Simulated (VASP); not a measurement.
A run of VASP 6.6.1 is set up as follows.

INCAR

```
SYSTEM = K
PREC = Accurate
ENCUT = 520
EDIFF = 1E-6
ISMEAR = -1
SIGMA = 0.1
LREAL = .FALSE.
LASPH = .TRUE.
NELM = 60
ALGO = Normal
ISIF = 2
LWAVE = .FALSE.
LCHARG = .FALSE.
GGA = RE
NBANDS = 16
```

Contents of KPOINTS:

```
Automatic mesh
0
G
  6 6 6
  0 0 0
```

POSCAR

```
K
1.0
    0.0000000000      5.1531930565      5.1531930565
    5.1531930565      0.0000000000      5.1531930565
    5.1531930565      5.1531930565      0.0000000000
K
2
Direct
    0.1250000000      0.1250000000      0.1250000000
    0.8750000000      0.8750000000      0.8750000000
```

Potentials or basis: VASP PAW PBE potentials, release 64 (K_sv).

Command:

```bash
$ cat potpaw_PBE.64/K_sv/POTCAR > POTCAR
$ mpirun -np 1 vasp_std > vasp.out
```

Q: Estimate the band gap on the k mesh.

A: Zero (bands 9 and 10 overlap by 0.13 eV).

Q: Estimate the pressure.

A: -0.1 GPa.

Caveat: the PAW data sets were made with another functional, which shifts forces and pressure a little.
